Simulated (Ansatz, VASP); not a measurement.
# AgAs in VASP and in Ansatz

```
Ag As
1.0
     4.71122    0.00000    0.00000
     0.00000    2.89876   -0.03079
     0.00000   -0.05380    5.01079
Ag As
2 2
Direct
  0.25000 0.00906 0.83419
  0.75000 0.00400 0.16948
  0.75000 0.48524 0.66373
  0.25000 0.50170 0.33259
```

Alike in both runs: task single point; functional PBE; k mesh 8 × 12 × 8; occupations gaussian, width 0.1 eV; no spin polarisation.

```csv
,VASP,Ansatz
version,VASP 6.6.1,Ansatz 0.2.0
potentials or method,"VASP PAW PBE potentials, release 64 (Ag, As), cutoff 520 eV","scalar-relativistic, plane waves, PAW"
valence electrons in the cell,32,68
```

```tsv
	VASP	Ansatz	Ansatz less VASP
gap on the k mesh at the Fermi level (eV)	none	none	-
pressure (GPa)	11.0	11.0	0.00
traceless stress, the component that is largest in VASP (GPa)	-1.80	-1.78	+0.020
rms of the force components (eV/Å)	0.105	0.104	-0.0017
```

Atom by atom the forces differ by 0.002 eV/Å (rms over components). A gap of «none» marks a metal or a gap that the smearing closes. VASP's potentials hold 32 valence electrons a cell and Ansatz's 68, so a difference there can come from the potentials and not from the codes.
